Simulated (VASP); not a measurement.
# SnGeTe3 (P6/mmm) in VASP: further runs

The runs below take SnGeTe3 through single point, relaxation of cell and atoms, with PBE.

Program: VASP 6.6.1. These are calculated values, not measurements. Logs are shortened: lines on timing, memory, paths and dates and some standing lists are left out, and cuts for length are marked.

## (1) The cell of the first run

The structure is hexagonal, space group P6/mmm (No. 191). The conventional cell has a = 6.433 Å, b = 6.433 Å, c = 5.465 Å, α = 90.00°, β = 90.00°, γ = 120.00°. Within 3.6 Å of Sn (site symmetry 6/mmm) lie 2 Ge at 2.73 Å and 6 Te at 3.22 Å. Ge (site symmetry 6/mmm) has 2 Sn at 2.73 Å within 3.6 Å. Within 4.3 Å of Te (site symmetry mmm) lie 4 Te at 3.22 Å and 2 Sn at 3.22 Å and 4 Ge at 4.22 Å.

The cell was generated, and may not be a known phase.

## (2) Single point, PBE

File INCAR:

```
PREC = Accurate
ENCUT = 520
EDIFF = 1E-7
ISMEAR = 0
SIGMA = 0.1
LREAL = False
LASPH = True
NELM = 60
ALGO = Normal
ISIF = 2
LWAVE = False
LCHARG = False
GGA = PE
NBANDS = 31
```

File KPOINTS:

```
Automatic mesh
0
Gamma
  6 6 8
```

File POSCAR:

```
SnGeTe3
1.0
    6.4332336925      0.0000000000      0.0000000000
   -3.2166168462      5.5713438062      0.0000000000
    0.0000000000      0.0000000000      5.4649953016
Sn Ge Te
1 1 3
Direct
    0.0000000000      0.0000000000      0.0000000000
    0.0000000000      0.0000000000      0.5000000000
    0.5000000000      0.0000000000      0.0000000000
    0.0000000000      0.5000000000      0.0000000000
    0.5000000000      0.5000000000      0.0000000000
```

Potentials or basis: VASP PAW PBE potentials, release 64 (Sn_d, Ge_d, Te).

On the command line:

```bash
cat potpaw_PBE.64/Sn_d/POTCAR potpaw_PBE.64/Ge_d/POTCAR potpaw_PBE.64/Te/POTCAR > POTCAR
mpirun -np 1 vasp_std > vasp.out
```

OUTCAR:

```text
PREC = Accurate
   ENCUT = 520
   EDIFF = 1E-7
   ISMEAR = 0
   LREAL = False
   LASPH = True
   NELM = 60
   ISIF = 2
   GGA = PE

 ion  position               nearest neighbor table
   1  0.000  0.000  0.000-   2 2.73   2 2.73   4 3.22   4 3.22   3 3.22   3 3.22   5 3.22   5 3.22

   2  0.000  0.000  0.500-   1 2.73   1 2.73
   3  0.500  0.000  0.000-   5 3.22   5 3.22   1 3.22   1 3.22   4 3.22   4 3.22
   4  0.000  0.500  0.000-   1 3.22   1 3.22   5 3.22   5 3.22   3 3.22   3 3.22
   5  0.500  0.500  0.000-   3 3.22   3 3.22   4 3.22   4 3.22   1 3.22   1 3.22

  LATTYP: Found a hexagonal cell.
 ALAT       =     6.4332336925
 C/A-ratio  =     0.8494942921

  Lattice vectors:

 A1 = (   6.4332336925,   0.0000000000,   0.0000000000)
 A2 = (  -3.2166168462,   5.5713438062,   0.0000000000)
 A3 = (   0.0000000000,   0.0000000000,   5.4649953016)

Analysis of symmetry for initial positions (statically):
=====================================================================
 Subroutine PRICEL returns:
 Original cell was already a primitive cell.

 Routine SETGRP: Setting up the symmetry group for a
 hexagonal supercell.

 Subroutine GETGRP returns: Found 24 space group operations
 (whereof 24 operations were pure point group operations)
 out of a pool of 24 trial point group operations.

The static configuration has the point symmetry D_6h.

Analysis of symmetry for dynamics (positions and initial velocities):
=====================================================================
 Subroutine PRICEL returns:
 Original cell was already a primitive cell.

 Routine SETGRP: Setting up the symmetry group for a
 hexagonal supercell.

 Subroutine GETGRP returns: Found 24 space group operations
 (whereof 24 operations were pure point group operations)
 out of a pool of 24 trial point group operations.

The dynamic configuration has the point symmetry D_6h.

 Subroutine INISYM returns: Found 24 space group operations
 (whereof 24 operations are pure point group operations),
 and found     1 'primitive' translations

----------------------------------------------------------------------------------------

                                     Primitive cell

  volume of cell :     195.8750

  direct lattice vectors                    reciprocal lattice vectors
     6.433233692  0.000000000  0.000000000     0.155442822  0.089744955  0.000000000
    -3.216616846  5.571343806  0.000000000     0.000000000  0.179489910  0.000000000
     0.000000000  0.000000000  5.464995302     0.000000000  0.000000000  0.182982774

  length of vectors
     6.433233692  6.433233692  5.464995302     0.179489910  0.179489910  0.182982774

  position of ions in fractional coordinates (direct lattice)
     0.000000000  0.000000000  0.000000000
     0.000000000  0.000000000  0.500000000
     0.500000000  0.000000000  0.000000000
     0.000000000  0.500000000  0.000000000
     0.500000000  0.500000000  0.000000000

  ion indices of the primitive-cell ions
   primitive index   ion index
                 1           1
                 2           2
                 3           3
                 4           4
                 5           5

----------------------------------------------------------------------------------------

 KPOINTS: Automatic mesh

Automatic generation of k-mesh.
 Grid dimensions read from file:
 generate k-points for:    6    6    8

 Generating k-lattice:

  Cartesian coordinates                     Fractional coordinates (reciprocal lattice)
     0.025907137  0.014957493  0.000000000     0.166666667  0.000000000  0.000000000
     0.000000000  0.029914985  0.000000000     0.000000000  0.166666667  0.000000000
     0.000000000  0.000000000  0.022872847     0.000000000  0.000000000  0.125000000

  Length of vectors
     0.029914985  0.029914985  0.022872847

  Shift w.r.t. Gamma in fractional coordinates (k-lattice)
     0.000000000  0.000000000  0.000000000

 Subroutine IBZKPT returns following result:
 ===========================================

 Found     35 irreducible k-points:

 Following reciprocal coordinates:
            Coordinates               Weight
  0.000000  0.000000  0.000000      1.000000
  0.166667 -0.000000  0.000000      6.000000
  0.333333 -0.000000  0.000000      6.000000
  0.500000  0.000000  0.000000      3.000000
  0.166667  0.166667  0.000000      6.000000
  0.333333  0.166667  0.000000     12.000000
[... 16 lines left out ...]
  0.166667 -0.000000  0.375000     12.000000
  0.333333 -0.000000  0.375000     12.000000
 [... further k-points ...]
   k-points           NKPTS =     35   k-points in BZ     NKDIM =     35   number of bands    NBANDS=     31
   number of dos      NEDOS =    301   number of ions     NIONS =      5
   total plane-waves  NPLWV =  96768
   dimension x,y,z NGX =    48 NGY =   48 NGZ =   42
   dimension x,y,z NGXF=    96 NGYF=   96 NGZF=   84
   ions per type =               1   1   3
   NGX,Y,Z   is equivalent  to a cutoff of  12.40, 12.40, 12.78 a.u.
   NGXF,Y,Z  is equivalent  to a cutoff of  24.81, 24.81, 25.55 a.u.
 SYSTEM =  unknown system
   PREC   = accura    normal or accurate (medium, high low for compatibility)
   ISTART =      0    job   : 0-new  1-cont  2-samecut
   ICHARG =      2    charge: 1-file 2-atom 10-const
   ISPIN  =      1    spin polarized calculation?
   LNONCOLLINEAR =      F non collinear calculations
   LSORBIT =      F    spin-orbit coupling
   LASPH  =      T    aspherical Exc in radial PAW
   ENCUT  =  520.0 eV  38.22 Ry    6.18 a.u.  11.96 11.96 10.16*2*pi/ulx,y,z
   NELM   =     60;   NELMIN=  2; NELMDL= -5     # of ELM steps
   EDIFF  = 0.1E-06   stopping-criterion for ELM
   LREAL  =      F    real-space projection
   EDIFFG = 0.1E-05   stopping-criterion for IOM
   NSW    =      0    number of steps for IOM
   IBRION =     -1    ionic relax: 0-MD 1-quasi-New 2-CG
   NFREE  =      0    steps in history (QN), initial steepest desc. (CG)
   ISIF   =      2    stress and relaxation
   ISYM   =      2    0-nonsym 1-usesym 2-fastsym
   POTIM  = 0.5000    time-step for ionic-motion
   TEBEG  =    0.0;   TEEND  =   0.0 temperature during run
   PSTRESS=    0.0 pullay stress
   NELECT =      46.0000    total number of electrons
   NUPDOWN=      -1.0000    fix difference up-down
   EMIN   =  10.00;   EMAX   =-10.00  energy-range for DOS
   EFERMI =   0.00;   METHOD = LEGACY
   ISMEAR =     0;   SIGMA  =   0.10  broadening in eV -4-tet -1-fermi 0-gaus
   EFERMI_NEDOS =   21; number of points for ismear=-14 and -15
   IALGO  =     38    algorithm
   IMIX   =      4    mixing-type and parameters
     AMIX     =   0.40;   BMIX     =  1.00
     AMIX_MAG =   1.60;   BMIX_MAG =  1.00
  volume/ion in A,a.u.               =      39.18       264.37
  Fermi-wavevector in a.u.,A,eV,Ry     =   1.010030  1.908681 13.880137  1.020161
  Thomas-Fermi vector in A             =   2.142995
   LORBIT       =      0    0 simple, 1 ext, 2 COOP (PROOUT), +10 PAW based schemes
   GGA     = PE    functional components
   LHFCALC =     F    Hartree Fock is set to
   AEXX    =    0.0000 exact exchange contribution
   IVDW    =     0    specifies the selected vdW correction
   LEPSILON=     F    determine dielectric tensor
   LRPA    =     F    only Hartree local field effects (RPA)
 non-spin polarized calculation
 Gauss-broadening in eV      SIGMA  =   0.10
  energy-cutoff  :      520.00
  volume of cell :      195.88
 maximum number of plane-waves:      5304
 NGX is ok and might be reduce to    48
   NGX = 23   NGY = 23   NGZ = 21

 number of electron      46.0000001 magnetization

 Free energy of the ion-electron system (eV)
  ---------------------------------------------------
  ext. energy  EPLUGINS =         0.00000000
  ---------------------------------------------------
  free energy    TOTEN  =       -15.18501399 eV

  energy without entropy =      -15.16914407  energy(sigma->0) =      -15.17707903

 E-fermi :   3.4959     XC(G=0):  -8.0968

 val. band max:        3.4634463170   @ k =   0.3333   0.1667   0.3750
 cond. band min:       3.4966730980   @ k =   0.3333   0.3333   0.0000
 fundamental gap:      0.0332267810
 Fermi energy:         3.4959244173

 k-point     1 :       0.0000    0.0000    0.0000
  band No.  band energies     occupation
      1     -21.9858      2.00000
      2     -21.9858      2.00000
      3     -21.8743      2.00000
      4     -21.8743      2.00000
      5     -21.8623      2.00000
      6     -18.0459      2.00000
[... 23 lines left out ...]
     30       8.1506      0.00000
     31       8.9897      0.00000

 k-point     2 :       0.1667   -0.0000    0.0000
  band No.  band energies     occupation
      1     -21.9858      2.00000
      2     -21.9858      2.00000
      3     -21.8743      2.00000
      4     -21.8743      2.00000
      5     -21.8623      2.00000
      6     -18.0459      2.00000
[... 23 lines left out ...]
     30       8.3774      0.00000
     31       8.5313      0.00000

 k-point     3 :       0.3333   -0.0000    0.0000
  band No.  band energies     occupation
      1     -21.9858      2.00000
      2     -21.9858      2.00000
      3     -21.8743      2.00000
      4     -21.8743      2.00000
      5     -21.8623      2.00000
      6     -18.0459      2.00000
[... 23 lines left out ...]
     30       8.4369      0.00000
     31       8.9576      0.00000

 k-point     4 :       0.5000    0.0000    0.0000
  band No.  band energies     occupation
      1     -21.9858      2.00000
      2     -21.9858      2.00000
      3     -21.8743      2.00000
      4     -21.8743      2.00000
      5     -21.8623      2.00000
      6     -18.0460      2.00000
[... 23 lines left out ...]
     30       8.2477      0.00000
     31       9.3183      0.00000

 k-point     5 :       0.1667    0.1667    0.0000
  band No.  band energies     occupation
      1     -21.9858      2.00000
      2     -21.9858      2.00000
      3     -21.8743      2.00000
      4     -21.8743      2.00000
      5     -21.8623      2.00000
      6     -18.0459      2.00000
[... 23 lines left out ...]
     30       8.2118      0.00000
     31       8.6591      0.00000
[... 542 lines left out ...]
     30       8.8671      0.00000
     31       8.8671      0.00000

 k-point    22 :       0.0000    0.0000    0.3750
  band No.  band energies     occupation
      1     -21.9858      2.00000
      2     -21.9858      2.00000
      3     -21.8735      2.00000
      4     -21.8735      2.00000
      5     -21.8546      2.00000
      6     -18.0459      2.00000
[... 23 lines left out ...]
     30       8.9015      0.00000
     31       8.9015      0.00000

 k-point    23 :       0.1667   -0.0000    0.3750
  band No.  band energies     occupation
      1     -21.9858      2.00000
      2     -21.9858      2.00000
      3     -21.8735      2.00000
      4     -21.8735      2.00000
      5     -21.8546      2.00000
      6     -18.0459      2.00000
[... 23 lines left out ...]
     30       8.3489      0.00000
     31       8.6037      0.00000

 k-point    24 :       0.3333   -0.0000    0.3750
  band No.  band energies     occupation
      1     -21.9858      2.00000
      2     -21.9858      2.00000
      3     -21.8735      2.00000
      4     -21.8735      2.00000
      5     -21.8546      2.00000
      6     -18.0459      2.00000
[... 23 lines left out ...]
     30       8.0733      0.00000
     31       8.8640      0.00000

 [... further k-points ...]

------------------------ aborting loop because EDIFF is reached ----------------------------------------

  FORCE on cell =-STRESS in cart. coord.  units (eV):
  Direction    XX          YY          ZZ          XY          YZ          ZX
  --------------------------------------------------------------------------------------
  -------------------------------------------------------------------------------------
  Total       -0.0693510     -0.0693510     -0.0004953     -0.0000000     -0.0000000      0.0000000
  in kB       -0.5672627     -0.5672627     -0.0040511     -0.0000000     -0.0000000      0.0000000
  external PRESSURE =      -0.3795255 kB  Pullay stress =       0.0000000 kB

 VOLUME and BASIS-vectors are now :
 -----------------------------------------------------------------------------
  energy-cutoff  :      520.00
  volume of cell :      195.88
      direct lattice vectors                 reciprocal lattice vectors
     6.433233692  0.000000000  0.000000000     0.155442822  0.089744955  0.000000000
    -3.216616846  5.571343806  0.000000000     0.000000000  0.179489910  0.000000000
     0.000000000  0.000000000  5.464995302     0.000000000  0.000000000  0.182982774

 POSITION                                       TOTAL-FORCE (eV/Angst)
 -----------------------------------------------------------------------------------
      0.00000      0.00000      0.00000        -0.000000      0.000000      0.000000
      0.00000      0.00000      2.73250        -0.000000      0.000000      0.000000
      3.21662      0.00000      0.00000         0.000000      0.000000      0.000000
     -1.60831      2.78567      0.00000        -0.000000      0.000000      0.000000
      1.60831      2.78567      0.00000        -0.000000      0.000000      0.000000
 -----------------------------------------------------------------------------------
    total drift:                               -0.000000      0.000000      0.000000

  FREE ENERGIE OF THE ION-ELECTRON SYSTEM (eV)
  ---------------------------------------------------
  free  energy   TOTEN  =       -15.1850139925 eV

  energy  without entropy=      -15.1691440697  energy(sigma->0) =      -15.17707903
```

It took 3.7 min on 1 thread of AMD EPYC 7R43 (Zen 3), shared host; peak memory 0.4 GiB.

Results:

| Item | Value |
| --- | --- |
| Free energy | -15.1850 eV |
| Pressure | 0.0 GPa |
| Band gap on the k mesh | zero (bands 23 and 24 overlap by 0.94 eV) |

Caveat: spin-orbit coupling is left out, which moves the levels of the heavy elements.

[end of part 1 of 2]

The gap in the log of VASP goes by the Fermi energy; the results here count the filled bands.